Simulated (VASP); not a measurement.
# NaI (I4mm) in VASP: a series of runs

NaI is run at these levels: PBE; tasks: single point.

Everything below comes from runs of VASP 6.6.1. Logs are shortened: lines on timing, memory, paths and dates and some standing lists are left out, and cuts for length are marked.

**1. The cell of the first run**

It takes space group I4mm (No. 107, tetragonal). The conventional cell has a = 4.577 Å, b = 4.577 Å, c = 6.473 Å, α = 90.00°, β = 90.00°, γ = 90.00°. Na (site symmetry 4mm) has 6 I at 2.94 to 3.54 Å within 3.9 Å. Within 3.9 Å of I (site symmetry 4mm) lie 6 Na at 2.94 to 3.54 Å.

**2. Single point, PBE (atom 1 (Na) moved by (-0.300, +0.000) A along x and y)**

File INCAR:

```
ALGO = Normal ; EDIFF = 1E-6
ENCUT = 500 ; GGA = PE
GGA_COMPAT = F ; ISIF = 2
ISMEAR = 0 ; LASPH = T
LCHARG = T ; LELF = T
LREAL = F ; LVHAR = T
LWAVE = F ; NBANDS = 14
NELM = 120 ; PREC = Accurate
SIGMA = 0.05
```

File KPOINTS:

```
k-points
0
Gamma
  6 6 6
```

File POSCAR:

```
NaI
1.0
    0.0000000000      3.2364000000      3.2364000000
    3.2364000000      0.0000000000      3.2364000000
    3.2364000000      3.2364000000      0.0000000000
Na I
1 1
Direct
    0.0463477938     -0.0463477938     -0.0463477938
    0.5000000000      0.5000000000      0.5000000000
```

Potentials or basis: VASP PAW PBE potentials, release 64 (Na_pv, I).

The run is started by

```console
cat potpaw_PBE.64/Na_pv/POTCAR potpaw_PBE.64/I/POTCAR > POTCAR
mpirun -np 1 vasp_std > vasp.out
```

OUTCAR:

```text
EDIFF = 1E-6
   ENCUT = 500
   GGA = PE
   ISIF = 2
   ISMEAR = 0
   LASPH = T
   LREAL = F
   NELM = 120
   PREC = Accurate

 ion  position               nearest neighbor table
   1  0.046  0.954  0.954-   2 2.94
   2  0.500  0.500  0.500-   1 2.94

  LATTYP: Found a face centered cubic cell.
 ALAT       =     6.4728000000

  Lattice vectors:

 A1 = (   0.0000000000,   3.2364000000,   3.2364000000)
 A2 = (   3.2364000000,   0.0000000000,   3.2364000000)
 A3 = (   3.2364000000,   3.2364000000,   0.0000000000)

Analysis of symmetry for initial positions (statically):
=====================================================================
 Subroutine PRICEL returns:
 Original cell was already a primitive cell.

 Routine SETGRP: Setting up the symmetry group for a
 face centered cubic supercell.

 Subroutine GETGRP returns: Found  8 space group operations
 (whereof  8 operations were pure point group operations)
 out of a pool of 48 trial point group operations.

The static configuration has the point symmetry C_4v.

Analysis of symmetry for dynamics (positions and initial velocities):
=====================================================================
 Subroutine PRICEL returns:
 Original cell was already a primitive cell.

 Routine SETGRP: Setting up the symmetry group for a
 face centered cubic supercell.

 Subroutine GETGRP returns: Found  8 space group operations
 (whereof  8 operations were pure point group operations)
 out of a pool of 48 trial point group operations.

The dynamic configuration has the point symmetry C_4v.

 Subroutine INISYM returns: Found  8 space group operations
 (whereof  8 operations are pure point group operations),
 and found     1 'primitive' translations

----------------------------------------------------------------------------------------

                                     Primitive cell

  volume of cell :      67.7980

  direct lattice vectors                    reciprocal lattice vectors
     0.000000000  3.236400000  3.236400000    -0.154492646  0.154492646  0.154492646
     3.236400000  0.000000000  3.236400000     0.154492646 -0.154492646  0.154492646
     3.236400000  3.236400000  0.000000000     0.154492646  0.154492646 -0.154492646

  length of vectors
     4.576960773  4.576960773  4.576960773     0.267589113  0.267589113  0.267589113

  position of ions in fractional coordinates (direct lattice)
     0.046347794  0.953652206  0.953652206
     0.500000000  0.500000000  0.500000000

  ion indices of the primitive-cell ions
   primitive index   ion index
                 1           1
                 2           2

----------------------------------------------------------------------------------------

 KPOINTS: k-points

Automatic generation of k-mesh.
 Grid dimensions read from file:
 generate k-points for:    6    6    6

 Generating k-lattice:

  Cartesian coordinates                     Fractional coordinates (reciprocal lattice)
    -0.025748774  0.025748774  0.025748774     0.166666667  0.000000000  0.000000000
     0.025748774 -0.025748774  0.025748774     0.000000000  0.166666667  0.000000000
     0.025748774  0.025748774 -0.025748774     0.000000000  0.000000000  0.166666667

  Length of vectors
     0.044598185  0.044598185  0.044598185

  Shift w.r.t. Gamma in fractional coordinates (k-lattice)
     0.000000000  0.000000000  0.000000000

 Subroutine IBZKPT returns following result:
 ===========================================

 Found     30 irreducible k-points:

 Following reciprocal coordinates:
            Coordinates               Weight
  0.000000  0.000000  0.000000      1.000000
  0.166667  0.000000  0.000000      8.000000
  0.333333  0.000000  0.000000      8.000000
  0.500000  0.000000  0.000000      4.000000
  0.166667  0.166667  0.000000      4.000000
  0.000000  0.166667  0.166667      2.000000
[... 16 lines left out ...]
  0.500000  0.333333  0.166667      8.000000
  0.166667  0.500000  0.333333      8.000000
 [... further k-points ...]
   k-points           NKPTS =     30   k-points in BZ     NKDIM =     30   number of bands    NBANDS=     14
   number of dos      NEDOS =    301   number of ions     NIONS =      2
   total plane-waves  NPLWV =  46656
   dimension x,y,z NGX =    36 NGY =   36 NGZ =   36
   dimension x,y,z NGXF=    72 NGYF=   72 NGZF=   72
   ions per type =               1   1
   NGX,Y,Z   is equivalent  to a cutoff of  13.08, 13.08, 13.08 a.u.
   NGXF,Y,Z  is equivalent  to a cutoff of  26.15, 26.15, 26.15 a.u.
 SYSTEM =  unknown system
   PREC   = accura    normal or accurate (medium, high low for compatibility)
   ISTART =      0    job   : 0-new  1-cont  2-samecut
   ICHARG =      2    charge: 1-file 2-atom 10-const
   ISPIN  =      1    spin polarized calculation?
   LNONCOLLINEAR =      F non collinear calculations
   LSORBIT =      F    spin-orbit coupling
   LASPH  =      T    aspherical Exc in radial PAW
   ENCUT  =  500.0 eV  36.75 Ry    6.06 a.u.   8.34  8.34  8.34*2*pi/ulx,y,z
   NELM   =    120;   NELMIN=  2; NELMDL= -5     # of ELM steps
   EDIFF  = 0.1E-05   stopping-criterion for ELM
   LREAL  =      F    real-space projection
   EDIFFG = 0.1E-04   stopping-criterion for IOM
   NSW    =      0    number of steps for IOM
   IBRION =     -1    ionic relax: 0-MD 1-quasi-New 2-CG
   NFREE  =      0    steps in history (QN), initial steepest desc. (CG)
   ISIF   =      2    stress and relaxation
   ISYM   =      2    0-nonsym 1-usesym 2-fastsym
   POTIM  = 0.5000    time-step for ionic-motion
   TEBEG  =    0.0;   TEEND  =   0.0 temperature during run
   PSTRESS=    0.0 pullay stress
   NELECT =      14.0000    total number of electrons
   NUPDOWN=      -1.0000    fix difference up-down
   EMIN   =  10.00;   EMAX   =-10.00  energy-range for DOS
   EFERMI =   0.00;   METHOD = LEGACY
   ISMEAR =     0;   SIGMA  =   0.05  broadening in eV -4-tet -1-fermi 0-gaus
   EFERMI_NEDOS =   21; number of points for ismear=-14 and -15
   IALGO  =     38    algorithm
   IMIX   =      4    mixing-type and parameters
     AMIX     =   0.40;   BMIX     =  1.00
     AMIX_MAG =   1.60;   BMIX_MAG =  1.00
  volume/ion in A,a.u.               =      33.90       228.76
  Fermi-wavevector in a.u.,A,eV,Ry     =   0.967636  1.828567 12.739397  0.936319
  Thomas-Fermi vector in A             =   2.097538
   LORBIT       =      0    0 simple, 1 ext, 2 COOP (PROOUT), +10 PAW based schemes
   GGA     = PE    functional components
   LHFCALC =     F    Hartree Fock is set to
   AEXX    =    0.0000 exact exchange contribution
   IVDW    =     0    specifies the selected vdW correction
   LEPSILON=     F    determine dielectric tensor
   LRPA    =     F    only Hartree local field effects (RPA)
 non-spin polarized calculation
 Gauss-broadening in eV      SIGMA  =   0.05
  energy-cutoff  :      500.00
  volume of cell :       67.80
 maximum number of plane-waves:      1759
 NGX is ok and might be reduce to    36
   NGX = 17   NGY = 17   NGZ = 17

 number of electron      14.0000004 magnetization

 Free energy of the ion-electron system (eV)
  ---------------------------------------------------
  ext. energy  EPLUGINS =         0.00000000
  ---------------------------------------------------
  free energy    TOTEN  =        -5.33736755 eV

  energy without entropy =       -5.33736755  energy(sigma->0) =       -5.33736755

 E-fermi :   1.0883     XC(G=0):  -7.6922

 val. band max:        0.8010516570   @ k =   0.0000   0.0000   0.0000
 cond. band min:       4.4569893564   @ k =   0.0000   0.0000   0.0000
 fundamental gap:      3.6559376994
 Fermi energy:         1.0883023859

 k-point     1 :       0.0000    0.0000    0.0000
  band No.  band energies     occupation
      1     -21.6147      2.00000
      2     -21.6103      2.00000
      3     -21.6103      2.00000
      4     -10.2207      2.00000
      5       0.7689      2.00000
      6       0.8011      2.00000
      7       0.8011      2.00000
      8       4.4570      0.00000
      9       8.7305      0.00000
     10       8.7305      0.00000
     11       8.7681      0.00000
     12      10.5693      0.00000
     13      10.6560      0.00000
     14      11.1956      0.00000

 k-point     2 :       0.1667    0.0000    0.0000
  band No.  band energies     occupation
      1     -21.6154      2.00000
      2     -21.6111      2.00000
      3     -21.6104      2.00000
      4     -10.1470      2.00000
      5       0.0639      2.00000
      6       0.7071      2.00000
      7       0.7273      2.00000
      8       5.2637      0.00000
      9       8.2403      0.00000
     10       8.9210      0.00000
     11       8.9548      0.00000
     12      10.0524      0.00000
     13      10.1385      0.00000
     14      11.6069      0.00000

 k-point     3 :       0.3333    0.0000    0.0000
  band No.  band energies     occupation
      1     -21.6173      2.00000
      2     -21.6121      2.00000
      3     -21.6106      2.00000
      4      -9.9910      2.00000
      5      -0.9578      2.00000
      6       0.5703      2.00000
      7       0.5894      2.00000
      8       5.9149      0.00000
      9       8.5077      0.00000
     10       8.5104      0.00000
     11       8.8235      0.00000
     12      10.9025      0.00000
     13      11.0696      0.00000
     14      11.1799      0.00000
[... 324 lines left out ...]
 k-point    23 :       0.5000    0.3333    0.1667
  band No.  band energies     occupation
      1     -21.6168      2.00000
      2     -21.6138      2.00000
      3     -21.6112      2.00000
      4      -9.8969      2.00000
      5      -0.8717      2.00000
      6      -0.1268      2.00000
      7       0.2982      2.00000
      8       6.7428      0.00000
      9       7.5223      0.00000
     10       7.8119      0.00000
     11       9.8438      0.00000
     12      10.9200      0.00000
     13      12.9958      0.00000
     14      13.6742      0.00000

 k-point    24 :       0.1667    0.5000    0.3333
  band No.  band energies     occupation
      1     -21.6182      2.00000
      2     -21.6122      2.00000
      3     -21.6117      2.00000
      4      -9.8961      2.00000
      5      -0.8839      2.00000
      6      -0.1079      2.00000
      7       0.2924      2.00000
      8       6.7155      0.00000
      9       7.5488      0.00000
     10       7.8261      0.00000
     11       9.8488      0.00000
     12      10.9210      0.00000
     13      12.9845      0.00000
     14      13.6822      0.00000

 [... further k-points ...]

------------------------ aborting loop because EDIFF is reached ----------------------------------------

  FORCE on cell =-STRESS in cart. coord.  units (eV):
  Direction    XX          YY          ZZ          XY          YZ          ZX
  --------------------------------------------------------------------------------------
  -------------------------------------------------------------------------------------
  Total        0.9007413      0.1405107      0.1405107      0.0000000      0.0000000     -0.0000000
  in kB       21.2860015      3.3204993      3.3204993      0.0000000      0.0000000     -0.0000000
  external PRESSURE =       9.3090000 kB  Pullay stress =       0.0000000 kB

 VOLUME and BASIS-vectors are now :
 -----------------------------------------------------------------------------
  energy-cutoff  :      500.00
  volume of cell :       67.80
      direct lattice vectors                 reciprocal lattice vectors
     0.000000000  3.236400000  3.236400000    -0.154492646  0.154492646  0.154492646
     3.236400000  0.000000000  3.236400000     0.154492646 -0.154492646  0.154492646
     3.236400000  3.236400000  0.000000000     0.154492646  0.154492646 -0.154492646

 POSITION                                       TOTAL-FORCE (eV/Angst)
 -----------------------------------------------------------------------------------
      6.17280      3.23640      3.23640         0.366210      0.000000      0.000000
      3.23640      3.23640      3.23640        -0.366210      0.000000      0.000000
 -----------------------------------------------------------------------------------
    total drift:                               -0.000665     -0.000000     -0.000000

  FREE ENERGIE OF THE ION-ELECTRON SYSTEM (eV)
  ---------------------------------------------------
  free  energy   TOTEN  =        -5.3373675483 eV

  energy  without entropy=       -5.3373675483  energy(sigma->0) =       -5.33736755
```

Wall time 47 s (1 thread of AMD EPYC 7R13, shared host); peak memory 0.21 GiB.

Results:

```yaml
Free_energy: -5.3374 eV
Pressure: 0.9 GPa
Largest_force: 0.366 eV/Å
Band_gap_on_the_k_mesh: 3.66 eV
```

Forces on the atoms (eV/Å):
```
Na   0.366  0.000  0.000
I   -0.366  0.000  0.000
```

Levels at points of the mesh, in eV from the valence-band top:
| k point | band 3 | band 4 | band 5 | band 6 | band 7 | band 8 | band 9 | band 10 | band 11 | band 12 |
| --- | --- | --- | --- | --- | --- | --- | --- | --- | --- | --- |
| (0.00, 0.00, 0.00) | -22.41 | -11.02 | -0.03 | 0.00 | 0.00 | 3.66 | 7.93 | 7.93 | 7.97 | 9.77 |
| (0.50, 0.00, 0.00) | -22.41 | -10.71 | -2.17 | -0.30 | -0.28 | 5.10 | 7.45 | 7.49 | 8.71 | 10.31 |
| (0.50, 0.50, 0.00) | -22.41 | -10.63 | -1.90 | -0.76 | -0.74 | 4.52 | 5.55 | 9.88 | 11.32 | 11.33 |
| (0.00, 0.50, 0.50) | -22.41 | -10.63 | -1.91 | -0.74 | -0.74 | 4.52 | 5.57 | 9.84 | 11.33 | 11.33 |

Caveat: the cell differs from its parent crystal (atom 1 (Na) moved by (-0.300, +0.000) A along x and y); spin-orbit coupling is left out, which moves the levels of the heavy elements.

**3. Single point, PBE (atom 1 (Na) moved by (-0.150, +0.000) A along x and y)**

File INCAR:

```
SYSTEM = NaI
  PREC = Accurate
  ENCUT = 500
  EDIFF = 1E-6
  ISMEAR = 0
  SIGMA = 0.05
  LREAL = .FALSE.
  LASPH = .TRUE.
  NELM = 120
  ALGO = Normal
  ISIF = 2
  LWAVE = .FALSE.
  LCHARG = .TRUE.
  GGA = PE
  LELF = .TRUE.
  LVHAR = .TRUE.
  NBANDS = 14
  GGA_COMPAT = .FALSE.
```

File KPOINTS:

```
regular mesh
0
G
  6 6 6
  0 0 0
```

POSCAR: that of step 2 with these lines changed.

```diff
@@ -8,3 +8,3 @@
 Direct
-    0.0463477938     -0.0463477938     -0.0463477938
+    0.0231738969     -0.0231738969     -0.0231738969
     0.5000000000      0.5000000000      0.5000000000
```

Potentials or basis: VASP PAW PBE potentials, release 64 (Na_pv, I).

The run is started by

```console
cat potpaw_PBE.64/Na_pv/POTCAR potpaw_PBE.64/I/POTCAR > POTCAR
mpirun -np 1 vasp_std > vasp.out
```

Run time: 34 s. Hardware: 1 thread of AMD EPYC 7R13, shared host; peak memory 0.21 GiB.

Results (log left out):

```yaml
Free_energy: -5.3744 eV
Pressure: 0.6 GPa
Largest_force: 0.146 eV/Å
Band_gap_on_the_k_mesh: 3.64 eV
```

Forces on the atoms (eV/Å):
```
Na   0.146  0.000  0.000
I   -0.146  0.000  0.000
```

Stress tensor (GPa, compression positive):
```
0.84 0.00 0.00
0.00 0.41 0.00
0.00 0.00 0.41
```

Levels at points of the mesh, in eV from the valence-band top:
```
           k point  band 4  band 5  band 6  band 7  band 8  band 9  band 10  band 11
(0.00, 0.00, 0.00)  -11.02   -0.01    0.00    0.00    3.64    7.93     7.93     7.94
(0.50, 0.00, 0.00)  -10.71   -2.18   -0.29   -0.28    5.10    7.45     7.46     8.72
(0.50, 0.50, 0.00)  -10.63   -1.90   -0.75   -0.74    4.50    5.55     9.87    11.31
(0.00, 0.50, 0.50)  -10.63   -1.90   -0.74   -0.74    4.50    5.56     9.86    11.31
```

Caveat: the cell differs from its parent crystal (atom 1 (Na) moved by (-0.150, +0.000) A along x and y); spin-orbit coupling is left out, which moves the levels of the heavy elements.
